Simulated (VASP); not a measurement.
Input of a VASP 6.6.1 run:

File INCAR:

```
PREC     = Accurate       # precision mode
ENCUT    = 520            # plane-wave cutoff, eV
EDIFF    = 1E-7           # SCF threshold, eV
ISMEAR   = -1             # smearing method
SIGMA    = 0.15           # smearing width, eV
LREAL    = False          # projectors in reciprocal space
LASPH    = True           # aspherical terms in the spheres
NELM     = 60             # most SCF steps
ALGO     = Normal         # electronic algorithm
ISIF     = 2              # what is computed and relaxed
LWAVE    = False          # write WAVECAR
LCHARG   = True           # write CHGCAR
GGA      = PS             # functional
LELF     = True           # ELF
LVHAR    = True         
NBANDS   = 14             # bands
```

KPOINTS

```
regular mesh
0
Gamma
  5 5 5
```

The input POSCAR:

```
Li
1.0
    4.4245435287      0.0000000000      0.0000000000
    0.0000000000      4.4245435287      0.0000000000
    0.0000000000      0.0000000000      4.4245435287
Li
4
Direct
    0.8745700000      0.1254300000      0.6254300000
    0.3745700000      0.3745700000      0.3745700000
    0.1254300000      0.6254300000      0.8745700000
    0.6254300000      0.8745700000      0.1254300000
```

Potentials or basis: VASP PAW PBE potentials, release 64 (Li_sv).

Launch:

```bash
$ cat potpaw_PBE.64/Li_sv/POTCAR > POTCAR
$ mpirun -np 1 vasp_std > vasp.out
```

Problem. What does it give for the band gap on the k mesh?

Solution. Zero (band 6 reaches 2.79 eV, above the bottom of band 7 at 0.50 eV).

Problem. Predict the largest force.

Solution. 0.005 eV/Å.

Forces on the atoms (eV/Å):
```
Li  -0.003  0.003  0.003
Li  -0.003 -0.003 -0.003
Li   0.003  0.003 -0.003
Li   0.003 -0.003  0.003
```

Caveat: the PAW data sets were made with another functional, which shifts forces and pressure a little.
